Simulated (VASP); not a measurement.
# Hf2Sb4Pb (I4/mmm) in VASP: further runs, part 2 of 2

VASP 6.6.1. The steps go on from the part before.

## 3. Relaxation of cell and atoms, PBEsol

This run uses another cell than the first one, of 28.56 Å³/atom.

Input file INCAR:

```
SYSTEM = Hf2Sb4Pb
  PREC = Accurate
  ENCUT = 600
  EDIFF = 1E-6
  ISMEAR = -1
  SIGMA = 0.03
  LREAL = .FALSE.
  LASPH = .TRUE.
  NELM = 60
  ALGO = Normal
  ISIF = 3
  LWAVE = .FALSE.
  LCHARG = .FALSE.
  GGA = PS
  IBRION = 2
  NSW = 100
  EDIFFG = -0.01
```

Input file KPOINTS:

```
Automatic mesh
0
G
  4 4 4
  0 0 0
```

Input file POSCAR:

```
Hf2Sb4Pb
1.0
   -3.4379453100      3.4379453100      4.2283916000
    3.4379453100     -3.4379453100      4.2283916000
    3.4379453100      3.4379453100     -4.2283916000
Hf Sb Pb
2 4 1
Direct
    0.7500000000      0.2500000000      0.5000000000
    0.2500000000      0.7500000000      0.5000000000
    0.2201833500      0.2201833500      0.4403667100
    0.7798166400      0.7798166400      0.5596332900
    0.2201833600      0.7798166400      0.0000000000
    0.7798166400      0.2201833600      0.0000000000
    0.0000000000      0.0000000000      0.0000000000
```

Potentials or basis: VASP PAW PBE potentials, release 64 (Hf_pv, Sb, Pb_d).

Run with:

```sh
cat potpaw_PBE.64/Hf_pv/POTCAR potpaw_PBE.64/Sb/POTCAR potpaw_PBE.64/Pb_d/POTCAR > POTCAR
mpirun -np 1 vasp_std > vasp.out
```

OUTCAR:

```text
SYSTEM = Hf2Sb4Pb
   PREC = Accurate
   ENCUT = 600
   EDIFF = 1E-6
   ISMEAR = -1
   LREAL = .FALSE.
   LASPH = .TRUE.
   NELM = 60
   ISIF = 3
   GGA = PS
   IBRION = 2
   NSW = 100
   EDIFFG = -0.01

 ion  position               nearest neighbor table
   1  0.750  0.250  0.500-   4 3.23   3 3.23   5 3.23   6 3.23   6 3.23   5 3.23   3 3.23   4 3.23

   2  0.250  0.750  0.500-   4 3.23   3 3.23   6 3.23   5 3.23   5 3.23   6 3.23   3 3.23   4 3.23

   3  0.220  0.220  0.440-   7 2.14   6 3.03   5 3.03   2 3.23   1 3.23   2 3.23   1 3.23
   4  0.780  0.780  0.560-   7 2.14   6 3.03   5 3.03   1 3.23   2 3.23   2 3.23   1 3.23
   5  0.220  0.780  0.000-   7 2.14   4 3.03   3 3.03   2 3.23   1 3.23   2 3.23   1 3.23
   6  0.780  0.220  0.000-   7 2.14   4 3.03   3 3.03   1 3.23   2 3.23   1 3.23   2 3.23
   7  0.000  0.000  0.000-   3 2.14   4 2.14   5 2.14   6 2.14

  LATTYP: Found a body centered tetragonal cell.
 ALAT       =     6.8758906200
 C/A-ratio  =     1.2299182269

  Lattice vectors:

 A1 = (  -3.4379453100,   3.4379453100,   4.2283916000)
 A2 = (   3.4379453100,  -3.4379453100,   4.2283916000)
 A3 = (   3.4379453100,   3.4379453100,  -4.2283916000)

Analysis of symmetry for initial positions (statically):
=====================================================================
 Subroutine PRICEL returns:
 Original cell was already a primitive cell.

 Routine SETGRP: Setting up the symmetry group for a
 body centered tetragonal supercell.

 Subroutine GETGRP returns: Found 16 space group operations
 (whereof 16 operations were pure point group operations)
 out of a pool of 16 trial point group operations.

The static configuration has the point symmetry D_4h.

Analysis of symmetry for dynamics (positions and initial velocities):
=====================================================================
 Subroutine PRICEL returns:
 Original cell was already a primitive cell.

 Routine SETGRP: Setting up the symmetry group for a
 body centered tetragonal supercell.

 Subroutine GETGRP returns: Found 16 space group operations
 (whereof 16 operations were pure point group operations)
 out of a pool of 16 trial point group operations.

The dynamic configuration has the point symmetry D_4h.

 Subroutine INISYM returns: Found 16 space group operations
 (whereof 16 operations are pure point group operations),
 and found     1 'primitive' translations

----------------------------------------------------------------------------------------

                                     Primitive cell

  volume of cell :     199.9094

  direct lattice vectors                    reciprocal lattice vectors
    -3.437945310  3.437945310  4.228391600     0.000000000  0.145435705  0.118248272
     3.437945310 -3.437945310  4.228391600     0.145435705  0.000000000  0.118248272
     3.437945310  3.437945310 -4.228391600     0.145435705  0.145435705  0.000000000

  length of vectors
     6.443464242  6.443464242  6.443464242     0.187441186  0.187441186  0.205677147

  position of ions in fractional coordinates (direct lattice)
     0.750000000  0.250000000  0.500000000
     0.250000000  0.750000000  0.500000000
     0.220183350  0.220183350  0.440366710
     0.779816640  0.779816640  0.559633290
     0.220183360  0.779816640  0.000000000
     0.779816640  0.220183360  0.000000000
     0.000000000  0.000000000  0.000000000

  ion indices of the primitive-cell ions
   primitive index   ion index
                 1           1
                 2           2
                 3           3
                 4           4
                 5           5
                 6           6
                 7           7

----------------------------------------------------------------------------------------

 KPOINTS: Automatic mesh

Automatic generation of k-mesh.
 Grid dimensions read from file:
 generate k-points for:    4    4    4

 Generating k-lattice:

  Cartesian coordinates                     Fractional coordinates (reciprocal lattice)
     0.000000000  0.036358926  0.029562068     0.250000000  0.000000000 -0.000000000
     0.036358926  0.000000000  0.029562068     0.000000000  0.250000000 -0.000000000
     0.036358926  0.036358926  0.000000000     0.000000000  0.000000000  0.250000000

  Length of vectors
     0.046860296  0.046860296  0.051419287

  Shift w.r.t. Gamma in fractional coordinates (k-lattice)
     0.000000000  0.000000000  0.000000000

 Subroutine IBZKPT returns following result:
 ===========================================

 Found     13 irreducible k-points:

 Following reciprocal coordinates:
            Coordinates               Weight
  0.000000  0.000000  0.000000      1.000000
  0.250000 -0.000000  0.000000      8.000000
  0.500000 -0.000000  0.000000      4.000000
  0.250000  0.250000  0.000000      8.000000
  0.500000  0.250000  0.000000     16.000000
 -0.250000  0.250000  0.000000      4.000000
  0.500000  0.500000  0.000000      2.000000
  0.250000  0.250000  0.250000      2.000000
 -0.250000  0.250000  0.250000      4.000000
  0.500000  0.500000  0.250000      4.000000
 -0.250000  0.500000  0.250000      8.000000
 -0.250000 -0.250000  0.250000      2.000000
  0.500000  0.500000  0.500000      1.000000
   k-points           NKPTS =     13   k-points in BZ     NKDIM =     13   number of bands    NBANDS=     32
   number of dos      NEDOS =    301   number of ions     NIONS =      7
   total plane-waves  NPLWV = 157464
   dimension x,y,z NGX =    54 NGY =   54 NGZ =   54
   dimension x,y,z NGXF=   108 NGYF=  108 NGZF=  108
   ions per type =               2   4   1
   NGX,Y,Z   is equivalent  to a cutoff of  13.93, 13.93, 13.93 a.u.
   NGXF,Y,Z  is equivalent  to a cutoff of  27.86, 27.86, 27.86 a.u.
 SYSTEM =  Hf2Sb4Pb
   PREC   = accura    normal or accurate (medium, high low for compatibility)
   ISTART =      0    job   : 0-new  1-cont  2-samecut
   ICHARG =      2    charge: 1-file 2-atom 10-const
   ISPIN  =      1    spin polarized calculation?
   LNONCOLLINEAR =      F non collinear calculations
   LSORBIT =      F    spin-orbit coupling
   LASPH  =      T    aspherical Exc in radial PAW
   ENCUT  =  600.0 eV  44.10 Ry    6.64 a.u.  12.87 12.87 12.87*2*pi/ulx,y,z
   NELM   =     60;   NELMIN=  2; NELMDL= -5     # of ELM steps
   EDIFF  = 0.1E-05   stopping-criterion for ELM
   LREAL  =      F    real-space projection
   EDIFFG = -.1E-01   stopping-criterion for IOM
   NSW    =    100    number of steps for IOM
   IBRION =      2    ionic relax: 0-MD 1-quasi-New 2-CG
   NFREE  =      1    steps in history (QN), initial steepest desc. (CG)
   ISIF   =      3    stress and relaxation
   ISYM   =      2    0-nonsym 1-usesym 2-fastsym
   POTIM  = 0.5000    time-step for ionic-motion
   TEBEG  =    0.0;   TEEND  =   0.0 temperature during run
   PSTRESS=    0.0 pullay stress
   NELECT =      54.0000    total number of electrons
   NUPDOWN=      -1.0000    fix difference up-down
   EMIN   =  10.00;   EMAX   =-10.00  energy-range for DOS
   EFERMI =   0.00;   METHOD = LEGACY
   ISMEAR =    -1;   SIGMA  =   0.03  broadening in eV -4-tet -1-fermi 0-gaus
   EFERMI_NEDOS =   21; number of points for ismear=-14 and -15
   IALGO  =     38    algorithm
   IMIX   =      4    mixing-type and parameters
     AMIX     =   0.40;   BMIX     =  1.00
     AMIX_MAG =   1.60;   BMIX_MAG =  1.00
  volume/ion in A,a.u.               =      28.56       192.72
  Fermi-wavevector in a.u.,A,eV,Ry     =   1.058266  1.999834 15.237545  1.119928
  Thomas-Fermi vector in A             =   2.193570
   LORBIT       =      0    0 simple, 1 ext, 2 COOP (PROOUT), +10 PAW based schemes
   GGA     = PS    functional components
   LHFCALC =     F    Hartree Fock is set to
   AEXX    =    0.0000 exact exchange contribution
   IVDW    =     0    specifies the selected vdW correction
   LEPSILON=     F    determine dielectric tensor
   LRPA    =     F    only Hartree local field effects (RPA)
 conjugate gradient relaxation of ions
 non-spin polarized calculation
  energy-cutoff  :      600.00
  volume of cell :      199.91
 maximum number of plane-waves:      6700
 NGX is ok and might be reduce to    54
   NGX = 25   NGY = 25   NGZ = 25

--------------------------------------- Ionic step        1  -------------------------------------------

 number of electron      54.0000000 magnetization

 Free energy of the ion-electron system (eV)
  ---------------------------------------------------
  ext. energy  EPLUGINS =         0.00000000
  ---------------------------------------------------
  free energy    TOTEN  =       -21.86880548 eV

  energy without entropy =      -21.85080953  energy(sigma->0) =      -21.85980751

 E-fermi :   6.7042     XC(G=0):  -9.8188

 val. band max:        6.6865076783   @ k =   0.5000   0.5000   0.5000
 cond. band min:       6.7293790423   @ k =   0.2500  -0.0000   0.0000
 fundamental gap:      0.0428713640
 Fermi energy:         6.7041796298
[... 1034 lines left out ...]
     31       6.4734      0.00000
     32       6.6605      0.00000

[... ionic steps 4 to 23 ...]

--------------------------------------- Ionic step       24  -------------------------------------------

 number of electron      54.0000001 magnetization

------------------------ aborting loop because EDIFF is reached ----------------------------------------
[... 77 lines left out ...]
--------------------------------------- Ionic step       26  -------------------------------------------

 number of electron      54.0000002 magnetization

 Free energy of the ion-electron system (eV)
  ---------------------------------------------------
  ext. energy  EPLUGINS =         0.00000000
  ---------------------------------------------------
  free energy    TOTEN  =       -43.47911017 eV

  energy without entropy =      -43.46599458  energy(sigma->0) =      -43.47255238

 E-fermi :   7.9947     XC(G=0): -10.7183

 val. band max:        7.9023204884   @ k =   0.5000   0.5000   0.0000
 cond. band min:       8.0159423242   @ k =   0.5000   0.2500   0.0000
 fundamental gap:      0.1136218359
 Fermi energy:         7.9946768247
[... 487 lines left out ...]
  FREE ENERGIE OF THE ION-ELECTRON SYSTEM (eV)
  ---------------------------------------------------
  free  energy   TOTEN  =       -43.4791101749 eV

  energy  without entropy=      -43.4659945835  energy(sigma->0) =      -43.47255238

 reached required accuracy - stopping structural energy minimisation
```

It took 33 min on 1 thread of Intel Xeon Platinum 8488C (Sapphire Rapids), shared host; peak memory 0.5 GiB.

What came out:

- Free energy: -43.4791 eV
- Relaxed volume: 25.13 Å³/atom
- Relaxed cell: a = 6.190 Å, b = 6.190 Å, c = 6.190 Å, α = 103.60°, β = 103.60°, γ = 121.99°
- Space group after relaxing (to 0.1 Å): I4/mmm (No. 139)
- Energy gained by relaxing: 3087.2 meV/atom
- Ionic steps: 26
- Pressure after relaxing: 0.0 GPa
- Band gap on the k mesh: zero (bands 27 and 28 overlap by 1.04 eV)

Step by step:
```tsv
step	energy change (eV)	largest force (eV/Å)	pressure (GPa)	volume (Å³)
1	0.0000	19.9506	37.73	199.91
2	-4.3360	0.0614	-9.26	422.64
3	-6.0519	0.2219	-10.30	393.51
4	-7.9042	0.3862	-11.20	366.46
5	-14.7391	0.1996	-12.16	279.19
6	-17.0384	1.1954	-7.83	238.42
7	-17.0291	1.4998	-6.88	234.73
8	-17.0414	1.3529	-7.34	236.43
9	-19.3384	1.3526	-2.61	198.01
10	-20.0569	1.4168	4.40	174.92
11	-20.0882	1.4360	9.49	164.89
12	-20.9941	0.6147	9.96	160.15
13	-21.0222	0.4280	11.29	157.70
14	-21.0556	0.4869	10.70	158.57
15	-21.5984	0.1035	0.43	175.07
16	-21.6001	0.0841	-0.12	176.26
17	-21.6000	0.0905	0.02	175.89
18	-21.6052	0.0883	0.10	175.80
19	-21.6078	0.0767	0.21	175.64
20	-21.6080	0.0799	0.19	175.68
21	-21.6089	0.0612	-0.03	176.10
22	-21.6090	0.0385	-0.27	176.59
23	-21.6091	0.0475	-0.18	176.40
24	-21.6098	0.0305	-0.13	176.22
25	-21.6103	0.0022	-0.03	175.89
26	-21.6103	0.0010	-0.02	175.90
```

Final structure:
```
Hf Sb Pb
1.0
    -3.82786    3.82786    3.00112
     3.82786   -3.82786    3.00112
     3.82786    3.82786   -3.00112
Hf Sb Pb
2 4 1
Direct
  0.75000 0.25000 0.50000
  0.25000 0.75000 0.50000
  0.28640 0.28640 0.57280
  0.71360 0.71360 0.42720
  0.28640 0.71360 0.00000
  0.71360 0.28640 0.00000
  0.00000 0.00000 0.00000
```

Caveat: the PAW data sets were made with another functional, which shifts forces and pressure a little; spin-orbit coupling is left out, which moves the levels of the heavy elements.
